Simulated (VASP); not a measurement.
Crystal: CoO.

```
CELL_PARAMETERS angstrom
0.00000 2.08799 2.08799
2.08799 0.00000 2.08799
2.08799 2.08799 0.00000
ATOMIC_POSITIONS crystal
Co 0.00000 0.00000 0.00000
O 0.50000 0.50000 0.50000
```

Program: VASP 6.6.1. Alike in all runs: task single point; spin collinear, ferromagnetic start; cell as given; k mesh 11 × 11 × 11; cutoff (eV) 520; smearing fermi-dirac 0.05 eV.

Order these runs on this cell by their pressure, lowest first.
A. level LDA; potentials or basis VASP PAW LDA potentials, release 64 (Co, O)
B. level BLYP+D3(BJ); potentials or basis VASP PAW PBE potentials, release 64 (Co, O)
C. level PBEsol+D4; potentials or basis VASP PAW PBE potentials, release 64 (Co, O)
D. level PBEsol; potentials or basis VASP PAW PBE potentials, release 64 (Co, O)

A (-14.5 GPa), C (-3.5 GPa), D (-1.2 GPa), B (4.5 GPa).

Caveats: a cell with one magnetic atom can't hold antiferromagnetic order, which such compounds often take; the PAW data sets were made with another functional, which shifts forces and pressure a little (some runs); pairwise dispersion overbinds metals, which lowers pressure and volume (some runs).
